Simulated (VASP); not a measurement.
Wanted: the native input for a VASP 6.6.1 run.

| Property | Result |
| --- | --- |
| Task | single point |
| Functional | PBE |
| Potentials or basis | VASP PAW PBE potentials, release 64 (Au) |
| Cutoff | 520 eV |
| k mesh | 17 × 17 × 17 |
| Occupations | fermi-dirac, width 0.1 eV |
| Spin | no spin polarisation |
| Dipole correction | no |
| Further INCAR settings | ALGO = Normal; EDIFF = 1e-07; NBANDS = 12 |

The structure of Au lies in POSCAR:

```
Au
1.0
   -1.5881990182      1.5881990182      1.5881990182
    1.5881990182     -1.5881990182      1.5881990182
    1.5881990182      1.5881990182     -1.5881990182
Au
1
Direct
    0.0000000000      0.0000000000      0.0000000000
```

These files were run (other wordings do the same):

INCAR

```
SYSTEM = Au
  ALGO = Normal
  EDIFF = 1E-7
  ENCUT = 520
  GGA = PE
  ISIF = 2
  ISMEAR = -1
  LASPH = .True.
  LCHARG = .False.
  LREAL = .False.
  LWAVE = .False.
  NBANDS = 12
  NELM = 60
  PREC = Accurate
  SIGMA = 0.1
```

KPOINTS

```
k-points
0
Gamma
  17 17 17
  0 0 0
```

Potentials or basis: VASP PAW PBE potentials, release 64 (Au).

Run with:

```sh
$ cat potpaw_PBE.64/Au/POTCAR > POTCAR
$ mpirun -np 1 vasp_std > vasp.out
```

Results of the run:

```json
{"Pressure": "22.6 GPa"}
```

It took 15 s on 1 thread of Intel(R) Xeon(R) Platinum 8559C (Emerald Rapids), with other jobs on the host, peak memory 0.14 GiB.
